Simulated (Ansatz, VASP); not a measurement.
**One calculation of BAs, two programs**

```
B As
1.0
     3.23587    0.00000    0.00000
     0.00000    3.23587    0.00000
     0.00000    0.00000    3.23587
B As
1 1
Direct
  0.00000 0.00000 0.00000
  0.50000 0.50000 0.50000
```

Alike in both runs: functional RPBE; k mesh 8 × 8 × 8; occupations fermi-dirac, width 0.05 eV; no spin polarisation.

```csv
,VASP,Ansatz
version,VASP 6.6.1,Ansatz 0.2.0
potentials or method,"VASP PAW PBE potentials, release 64 (B, As)",Ansatz PAW
plane-wave cutoff (eV),520,420
valence electrons in the cell,8,18
task,single point,band structure
```

|  | VASP | Ansatz | Ansatz less VASP |
| --- | --- | --- | --- |
| gap on the k mesh at the Fermi level (eV) | none | none | - |
| pressure (GPa) | -13.4 | -13.4 | +0.04 |

VASP's potentials were made for PBE, not for RPBE. A gap of «none» marks a metal or a gap that the smearing closes. With one functional, cell and mesh, what is left measures potentials, basis and numerics. VASP's potentials hold 8 valence electrons a cell and Ansatz's 18, so a difference there can come from the potentials and not from the codes.
